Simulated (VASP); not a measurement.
A run of VASP 6.6.1 is set up as follows.

INCAR

```
ALGO = Normal ; EDIFF = 1E-6
ENCUT = 500 ; GGA = PE
GGA_COMPAT = False ; ISIF = 2
ISMEAR = 0 ; LASPH = True
LCHARG = False ; LREAL = False
LWAVE = False ; NBANDS = 30
NELM = 120 ; PREC = Accurate
SIGMA = 0.1
```

Contents of KPOINTS:

```
k-points
0
Gamma
  6 6 2
```

Contents of POSCAR:

```
Al2Rh
1.0
    3.0572254500      0.0000000000      0.0000000000
    0.0000000000      3.0572254500      0.0000000000
    0.0000000000      0.0000000000      9.9767829700
Al Rh
4 2
Direct
    0.0000000000      0.5000000000      0.8765436400
    0.0000000000      0.5000000000      0.3765436400
    0.5000000000      0.0000000000      0.6234563600
    0.5000000000      0.0000000000      0.1234563600
    0.0000000000      0.0000000000      0.5000000000
    0.5000000000      0.5000000000      0.0000000000
```

Potentials or basis: VASP PAW PBE potentials, release 64 (Al, Rh_pv).

Launch:

```console
$ cat potpaw_PBE.64/Al/POTCAR potpaw_PBE.64/Rh_pv/POTCAR > POTCAR
$ mpirun -np 1 vasp_std > vasp.out
```

Problem. What does it give for the pressure?

Solution. 75.0 GPa.

Problem. What does it give for the largest force?

Solution. 11.029 eV/Å.

Problem. Estimate the band gap on the k mesh.

Solution. Zero (bands 21 and 22 overlap by 2.98 eV).

Stress tensor (GPa, compression positive):
```
69.93  0.00  0.00
 0.00 69.93  0.00
 0.00  0.00 85.02
```

Caveat: the cell stands under pressure; forces of over 1 eV/Å act on the atoms, so gaps and moduli don't describe the material at rest.
